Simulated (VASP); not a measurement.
Set up this calculation in VASP 6.6.1, as the native input.

```yaml
Task: single point
Functional: r2SCAN
Potentials_or_basis: VASP PAW PBE potentials, release 64 (Al, Ni)
Cutoff: 520 eV
k_mesh: 8 × 8 × 7
Occupations: gaussian, width 0.05 eV
Spin: no spin polarisation
Dipole_correction: no
Further_INCAR_settings: ALGO = Normal; EDIFF = 1e-07; NBANDS = 14
```

Crystal: AlNi.

```
CELL_PARAMETERS angstrom
1.93869 -1.95319 0.00000
1.93869 1.95319 0.00000
0.00000 0.00000 3.09943
ATOMIC_POSITIONS crystal
Al 0.00000 0.00000 0.00000
Ni 0.50000 0.50000 0.50000
```

One way to write it, as run:

POSCAR

```
AlNi
1.0
    1.9386940000     -1.9531901500      0.0000000000
    1.9386940000      1.9531901500      0.0000000000
    0.0000000000      0.0000000000      3.0994300413
Al Ni
1 1
Direct
    0.0000000000      0.0000000000      0.0000000000
    0.5000000000      0.5000000000      0.5000000000
```

INCAR.step1

```
  PREC = Accurate
  ENCUT = 520
  ISMEAR = 0
  SIGMA = 0.05
  LREAL = F
  LASPH = T
  NELM = 60
  NBANDS = 14
  GGA = PE
  ALGO = Normal
  EDIFF = 1E-4
  LWAVE = T
  LCHARG = F
```

INCAR.step2

```
  PREC = Accurate
  ENCUT = 520
  EDIFF = 1E-7
  ISMEAR = 0
  SIGMA = 0.05
  LREAL = F
  LASPH = T
  NELM = 60
  ALGO = Normal
  ISIF = 2
  LWAVE = F
  LCHARG = F
  METAGGA = R2SCAN
  LMIXTAU = T
  NBANDS = 14
  ISTART = 1
```

KPOINTS

```
regular mesh
0
Gamma
  8 8 7
```

Potentials or basis: VASP PAW PBE potentials, release 64 (Al, Ni).

The run is started by

```bash
$ cat potpaw_PBE.64/Al/POTCAR potpaw_PBE.64/Ni/POTCAR > POTCAR
$ cp INCAR.step1 INCAR
$ mpirun -np 1 vasp_std > vasp.out
$ cp INCAR.step2 INCAR
$ mpirun -np 1 vasp_std > vasp.out
```

It gave:

```
Pressure               : 0.4 GPa
Band gap on the k mesh : zero (an odd number of electrons rules out a gap without spin polarisation)
```

Caveat: the PAW data sets were made with another functional, which shifts forces and pressure a little.

Wall time 2.4 min on 1 thread of Intel Xeon 8259CL, on a shared host, peak memory 0.15 GiB.
